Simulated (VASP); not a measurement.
Input of a VASP 6.6.1 run:

INCAR

```
SYSTEM = F
PREC     = Accurate       ! precision mode
ENCUT    = 910            ! plane-wave cutoff, eV
EDIFF    = 1E-6           ! SCF threshold, eV
ISMEAR   = 0              ! smearing method
SIGMA    = 0.05           ! smearing width, eV
LREAL    = .FALSE.        ! projectors in reciprocal space
LASPH    = .TRUE.         ! aspherical terms in the spheres
NELM     = 120            ! most SCF steps
ALGO     = Normal         ! electronic algorithm
ISIF     = 2              ! what is computed and relaxed
LWAVE    = .FALSE.        ! write WAVECAR
LCHARG   = .FALSE.        ! write CHGCAR
GGA      = PS             ! functional
NBANDS   = 22             ! bands
GGA_COMPAT= .FALSE.
```

File KPOINTS:

```
Automatic mesh
0
G
  4 4 2
  0 0 0
```

File POSCAR:

```
F
1.0
    3.0675310175     -1.7915000592     -0.2365944552
    3.0675310175      1.7915000592     -0.2365944552
   -2.2980230344      0.0000000000      7.1709350950
F
4
Direct
    0.0848459664      0.0848459664      0.0940038325
    0.9151540336      0.9151540336      0.9059961675
    0.5015719855      0.5015719855      0.5937195244
    0.4984280145      0.4984280145      0.4062804756
```

Potentials or basis: VASP PAW PBE potentials, release 64 (F_h).

Run with:

```sh
$ cat potpaw_PBE.64/F_h/POTCAR > POTCAR
$ mpirun -np 1 vasp_std > vasp.out
```

(1) What does it give for the pressure?

(2) Predict the band gap on the k mesh.

Answers

(1) -1.1 GPa.

(2) 3.03 eV (least direct gap 3.11 eV).

Caveat: the k points lie up to 0.52 Å⁻¹ apart; the cutoff is under 1.25 times the usual one of these potentials, so pressure, stress and relaxed cells hold a basis-set (Pulay) error; this functional lacks dispersion, which holds the molecules together, so the pressure and a relaxed volume are unreliable; the PAW data sets were made with another functional, which shifts forces and pressure a little.
